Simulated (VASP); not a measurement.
A run of VASP 6.6.1 is set up as follows.

The input INCAR:

```
SYSTEM = SnO2
PREC = Accurate ; ENCUT = 520
EDIFF = 1E-6 ; ISMEAR = 0
SIGMA = 0.05 ; LREAL = .FALSE.
LASPH = .TRUE. ; NELM = 80
ALGO = Normal ; ISIF = 2
LWAVE = .FALSE. ; LCHARG = .FALSE.
GGA = PE ; IVDW = 12
NBANDS = 49
```

File KPOINTS:

```
Automatic mesh
0
G
  9 9 2
  0 0 0
```

File POSCAR:

```
SnO2
1.0
   -3.2372529198      0.0000000000      0.0000000000
   -1.6186264599     -2.8035432670      0.0000000000
   -2.9135276278     -1.6821259603     12.6254773976
Sn O
3 6
Direct
    0.3607364952      0.3607364952      0.5098836190
    0.8980300749     -0.1019699251      0.1699498752
   -0.1765570844     -0.1765570844      0.8498173628
    0.5176227054      0.5176227054      0.2484066022
    0.4430355461     -0.5569644539      0.9282740898
   -0.0196708742     -0.0196708742      0.5883403460
    0.2038502851      0.2038502851      0.7713606359
    0.7411438647     -0.2588561353      0.4314268921
    0.2784374444      0.2784374444      0.0914931483
```

Potentials or basis: VASP PAW PBE potentials, release 64 (Sn_d, O).

Launch:

```sh
$ cat potpaw_PBE.64/Sn_d/POTCAR potpaw_PBE.64/O/POTCAR > POTCAR
$ mpirun -np 1 vasp_std > vasp.out
```

Q: What does it give for the dispersion energy per atom?

A: -0.206 eV.

Q: Estimate the band gap on the k mesh.

A: 0.58 eV, indirect (least direct gap 0.98 eV).

Q: Estimate the pressure.

A: 4.2 GPa.

Q: What does it give for the largest force?

A: 2.408 eV/Å.

Forces in eV/Å, atoms in the order of the input:
```
Sn   0.000  0.000  0.000
Sn  -0.023 -0.013  0.834
Sn   0.023  0.013 -0.834
O    0.011  0.006  0.039
O   -0.596 -0.344 -2.308
O    0.000  0.000  0.058
O   -0.011 -0.006 -0.039
O    0.000  0.000 -0.058
O    0.596  0.344  2.308
```

Caveat: spin-orbit coupling is left out, which moves the levels of the heavy elements; forces of over 1 eV/Å act on the atoms, so gaps and moduli don't describe the material at rest. A k mesh can miss the band edges.
